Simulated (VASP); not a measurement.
Runs of VASP 6.6.1 on SiC. The structure is that of space group P6_3mc (No. 186), or close to it. The cells are those of the table. 

```csv
cell,gap on the mesh (eV),pressure (GPa)
"atoms relaxed from a = 3.178, b = 3.178, c = 5.011 Å, angles 90.0, 90.0, 120.0°, 4 atoms",2.16,-14.8
"atoms relaxed from a = 2.808, b = 2.808, c = 4.993 Å, angles 90.0, 90.0, 120.0°, 4 atoms",(b),56.6
"atoms relaxed from a = 3.094, b = 3.094, c = 5.286 Å, angles 90.0, 90.0, 120.0°, 4 atoms",(a),-14.5
"atoms relaxed from a = 2.962, b = 2.962, c = 4.487 Å, angles 90.0, 90.0, 120.0°, 4 atoms",1.59,55.0
"atoms relaxed from a = 2.884, b = 2.884, c = 4.733 Å, angles 90.0, 90.0, 120.0°, 4 atoms",1.77,56.5
```

Alike in all rows: task relaxation of the atoms; level LDA; potentials or basis VASP PAW LDA potentials, release 64 (Si, C); no spin polarisation; k mesh 12 × 12 × 6; cutoff (eV) 520; smearing gaussian 0.05 eV.

Task: Estimate the missing entries.

Result: (a) 2.03; (b) 0.82.

A k mesh can miss the band edges.
